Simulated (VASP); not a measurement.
Here is a VASP 6.6.1 calculation.

INCAR

```
SYSTEM = ZrSiO
  ALGO = Normal
  EDIFF = 1E-7
  ENCUT = 520
  GGA = PS
  ISIF = 2
  ISMEAR = -1
  LASPH = .TRUE.
  LCHARG = .TRUE.
  LELF = .TRUE.
  LREAL = .FALSE.
  LVHAR = .TRUE.
  LWAVE = .FALSE.
  NBANDS = 31
  NELM = 100
  PREC = Accurate
  SIGMA = 0.1
```

File KPOINTS:

```
k-points
0
G
  7 7 3
  0 0 0
```

POSCAR

```
ZrSiO
1.0
    3.2751197699      0.0000000000      0.0000000000
    0.0000000000      3.2751197699      0.0000000000
    0.0000000000      0.0000000000      7.2524835630
Zr Si O
2 2 2
Direct
    0.0000000000      0.5000000000      0.6915900000
    0.5000000000      0.0000000000      0.3084100000
    0.5000000000      0.5000000000      0.0000000000
    0.0000000000      0.0000000000      0.0000000000
    0.0000000000      0.5000000000      0.3887060000
    0.5000000000      0.0000000000      0.6112940000
```

Potentials or basis: VASP PAW PBE potentials, release 64 (Zr_sv, Si, O).

Launch:

```console
$ cat potpaw_PBE.64/Zr_sv/POTCAR potpaw_PBE.64/Si/POTCAR potpaw_PBE.64/O/POTCAR > POTCAR
$ mpirun -np 1 vasp_std > vasp.out
```

(1) Predict the largest force.

(2) Estimate the band gap on the k mesh.

(3) Predict the pressure.

Results:

(1) 0.292 eV/Å.

(2) zero (bands 22 and 23 overlap by 0.34 eV).

(3) 0.8 GPa.

Caveat: the PAW data sets were made with another functional, which shifts forces and pressure a little.
